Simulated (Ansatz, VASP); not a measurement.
# One calculation of Y, two programs

File INCAR:

```
ALGO = Fast
EDIFF = 1E-7
ENCUT = 520
GGA = PS
ISIF = 2
ISMEAR = 0
LASPH = True
LCHARG = False
LREAL = False
LWAVE = False
NBANDS = 12
NELM = 100
PREC = Accurate
SIGMA = 0.15
```

File KPOINTS:

```
k-points
0
Gamma
  16 16 16
```

The input POSCAR:

```
Y
1.0
    0.0000000000      2.5160625000      2.5160625000
    2.4850000000      0.0310625000      2.4850000000
    2.4850000000      2.4850000000      0.0310625000
Y
1
Direct
    0.0000000000      0.0000000000      0.0000000000
```

Input for Ansatz:

```yaml
crystal:
  lattice:
    - [0.0, 2.5160625, 2.5160625]
    - [2.485, 0.0310625, 2.485]
    - [2.485, 2.485, 0.0310625]
  atoms:
    - { symbol: "Y", position: [0.0, 0.0, 0.0] }
basis:
  ecutwfc: 420
kpoints:
  mp_grid: { grid: [16, 16, 16] }
hamiltonian:
  xc: pbesol
scf:
  occupations: { method: gaussian, width: 0.15 }
output:
  forces: true
  stress: true
  eigenvalues: true
```

Change from the starting cell: strain +0.0250 x Voigt [0, 0, 0, 1, 0, 0], atoms carried along.

Alike in both runs: task single point; functional PBEsol; k mesh 16 × 16 × 16; occupations gaussian, width 0.15 eV; no spin polarisation.

|  | VASP | Ansatz |
| --- | --- | --- |
| version | VASP 6.6.1 | Ansatz 0.2.0 |
| potentials or method | VASP PAW PBE potentials, release 64 (Y_sv), cutoff 520 eV | scalar-relativistic, plane waves, PAW |
| valence electrons in the cell | 11 | 11 |

VASP gave:

- gap on the k mesh at the Fermi level (eV): none
- pressure (GPa): 0.1
- traceless stress, the component that is largest in VASP (GPa): -0.88

Q: Which values does Ansatz return?

A: gap on the k mesh at the Fermi level (eV): none; pressure (GPa): 0.2; traceless stress, the component that is largest in VASP (GPa): -0.88.

VASP's potentials were made for PBE, not for PBEsol. A gap of «none» marks a metal or a gap that the smearing closes.
